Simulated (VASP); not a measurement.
# MgS: relaxation of cell and atoms with RPBE

The system is MgS.

```
S Mg
1.0
     0.00000    2.83312    2.83312
     2.83312    0.00000    2.83312
     2.83312    2.83312    0.00000
S Mg
1 1
Direct
  0.25000 0.25000 0.25000
  0.00000 0.00000 0.00000
```

| Quantity | Value |
| --- | --- |
| Program | VASP 6.6.1 |
| Task | relaxation of cell and atoms |
| Functional | RPBE |
| Potentials or basis | VASP PAW PBE potentials, release 64 (S, Mg) |
| Cutoff | 600 eV |
| k mesh | 8 × 8 × 8 |
| Occupations | fermi-dirac, width 0.05 eV |
| Spin | no spin polarisation |
| Dipole correction | no |
| Further INCAR settings | ALGO = Normal; EDIFF = 1e-06; IBRION = 2; EDIFFG = -0.01; NSW = 80; ISIF = 3 |

The relaxed volume is 23.74 Å³/atom. The relaxed cell is a = 4.064 Å, b = 4.064 Å, c = 4.064 Å, α = 60.00°, β = 60.00°, γ = 60.00°, the space group after relaxing (to 0.05 Å) is F-43m (No. 216) and the energy gained by relaxing is 7.3 meV/atom. The ionic steps are 3 and the pressure after relaxing is 0.0 GPa. The band gap on the k mesh is 3.45 eV, direct.

The path:
```tsv
step	energy change (eV)	largest force (eV/Å)	pressure (GPa)	volume (Å³)
1	0.0000	0.0000	2.45	45.48
2	-0.0143	0.0000	-0.36	47.81
3	-0.0147	0.0000	0.00	47.47
```

Final structure:
```cif
data_structure
_symmetry_space_group_name_H-M 'P 1'
_symmetry_Int_Tables_number 1
_cell_length_a 4.0642
_cell_length_b 4.0642
_cell_length_c 4.0642
_cell_angle_alpha 60.000
_cell_angle_beta 60.000
_cell_angle_gamma 60.000
_cell_volume 47.47
loop_
_atom_site_label
_atom_site_type_symbol
_atom_site_fract_x
_atom_site_fract_y
_atom_site_fract_z
_atom_site_occupancy
S1 S 0.25000 0.25000 0.25000 1
Mg1 Mg 0.00000 0.00000 0.00000 1
```

Levels at points of the mesh, in eV from the valence-band top:
```csv
k point,band 1,band 2,band 3,band 4,band 5,band 6,band 7,band 8
"(0.00, 0.00, 0.00)",-11.10,0.00,0.00,0.00,3.45,7.92,7.92,7.92
"(0.50, 0.00, 0.00)",-10.50,-2.92,-0.31,-0.31,5.12,7.67,7.67,8.59
"(0.50, 0.50, 0.00)",-10.30,-2.64,-0.96,-0.96,4.09,5.72,10.94,12.11
```

Wall time 26 s on 1 thread of Intel Xeon 6975P-C, on a shared host, peak memory 0.19 GiB.

Caveat: the PAW data sets were made with another functional, which shifts forces and pressure a little. RPBE gaps usually lie below the measured ones, often by a third to a half.
